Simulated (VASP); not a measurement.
Set up this calculation in VASP 6.6.1, as the native input.

* Task: single point
* Functional: PBE
* Potentials or basis: VASP PAW PBE potentials, release 64 (Si, Ni)
* Cutoff: 520 eV
* k mesh: 11 × 8 × 11
* Occupations: gaussian, width 0.1 eV
* Spin: no spin polarisation
* Dipole correction: no
* Further INCAR settings: ALGO = Normal; EDIFF = 1e-06; NBANDS = 22

The structure of SiNi lies in POSCAR:

```
SiNi
1.0
    3.2583147222      0.0000000000      0.0000000000
    0.0000000000      4.7093899546      0.0000000000
    0.0000000000      0.0000000000      3.0552835660
Si Ni
2 2
Direct
    0.5000000000      0.1568172756      0.5000000000
    0.0000000000      0.8431827244      0.0000000000
    0.5000000000      0.6576940233      0.5000000000
    0.0000000000      0.3423059767      0.0000000000
```

These files were run (other wordings do the same):

INCAR

```
PREC = Accurate
ENCUT = 520
EDIFF = 1E-6
ISMEAR = 0
SIGMA = 0.1
LREAL = False
LASPH = True
NELM = 60
ALGO = Normal
ISIF = 2
LWAVE = False
LCHARG = True
GGA = PE
LELF = True
LVHAR = True
NBANDS = 22
```

KPOINTS

```
Automatic mesh
0
Gamma
  11 8 11
```

Potentials or basis: VASP PAW PBE potentials, release 64 (Si, Ni).

Launch:

```sh
$ cat potpaw_PBE.64/Si/POTCAR potpaw_PBE.64/Ni/POTCAR > POTCAR
$ mpirun -np 1 vasp_std > vasp.out
```

Results of the run:

```yaml
Pressure: 0.1 GPa
Largest_force: 0.011 eV/Å
Band_gap_on_the_k_mesh: zero (bands 14 and 15 overlap by 2.50 eV)
```

It took 67 s on 1 thread of Intel(R) Xeon(R) Platinum 8488C (Sapphire Rapids), with other jobs on the host, peak memory 0.27 GiB.
